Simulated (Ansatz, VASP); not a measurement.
**Pb in VASP and in Ansatz**

```
Pb
1.0
     0.00000    2.46980    2.46980
     2.46980    0.00000    2.46980
     2.46980    2.46980    0.00000
Pb
1
Direct
  0.00000 0.00000 0.00000
```

Alike in both runs: task single point; functional PBE; k mesh 13 × 13 × 13; occupations tetrahedron; no spin polarisation.

|  | VASP | Ansatz |
| --- | --- | --- |
| version | VASP 6.6.1 | Ansatz 0.2.0 |
| potentials or method | VASP PAW PBE potentials, release 64 (Pb_d), cutoff 500 eV | all-electron LAPW, scalar-relativistic |

```csv
,VASP,Ansatz,Ansatz less VASP
pressure (GPa),2.8,2.9,+0.05
```

Ansatz ran all-electron here, and VASP with PAW potentials. Ansatz's warnings: band table not solved further, tetrahedron derivatives may miss energy slope.

Neither program's run includes spin-orbit coupling.
